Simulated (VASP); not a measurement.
A run of VASP 6.6.1:

File POSCAR:

```
LuCd
1.0
    3.6435112845      0.0000000000      0.0000000000
    0.0000000000      3.6435112845      0.0000000000
    0.0000000000      0.0000000000      3.6435112845
Lu Cd
1 1
Direct
    0.5000000000      0.5000000000      0.5000000000
    0.0000000000      0.0000000000      0.0000000000
```

File INCAR.step1:

```
SYSTEM = LuCd
  PREC = Accurate
  ENCUT = 520
  ISMEAR = -1
  SIGMA = 0.1
  LREAL = .False.
  LASPH = .True.
  NELM = 100
  NBANDS = 26
  GGA = PE
  ALGO = Normal
  EDIFF = 1E-4
  LWAVE = .True.
  LCHARG = .False.
```

File INCAR.step2:

```
SYSTEM = LuCd
  PREC = Accurate
  ENCUT = 520
  EDIFF = 1E-7
  ISMEAR = -1
  SIGMA = 0.1
  LREAL = .False.
  LASPH = .True.
  NELM = 100
  ALGO = Normal
  ISIF = 2
  LWAVE = .False.
  LCHARG = .False.
  METAGGA = R2SCAN
  LMIXTAU = .True.
  NBANDS = 26
  ISTART = 1
```

Contents of KPOINTS:

```
Automatic mesh
0
Gamma
  10 10 10
  0 0 0
```

Potentials or basis: VASP PAW PBE potentials, release 64 (Lu, Cd).

Run with:

```bash
$ cat potpaw_PBE.64/Lu/POTCAR potpaw_PBE.64/Cd/POTCAR > POTCAR
$ cp INCAR.step1 INCAR
$ mpirun -np 1 vasp_std > vasp.out
$ cp INCAR.step2 INCAR
$ mpirun -np 1 vasp_std > vasp.out
```

Hardware: 1 thread of Intel(R) Xeon(R) Platinum 8259CL CPU @ 2.50GHz (Skylake/Cascade Lake), on a shared host.

Problem. Estimate the wall time of this run.

Solution. It took 4.6 min on 1 thread of Intel(R) Xeon(R) Platinum 8259CL CPU @ 2.50GHz (Skylake/Cascade Lake), on a shared host, peak memory 0.23 GiB. Counts: k points 56.
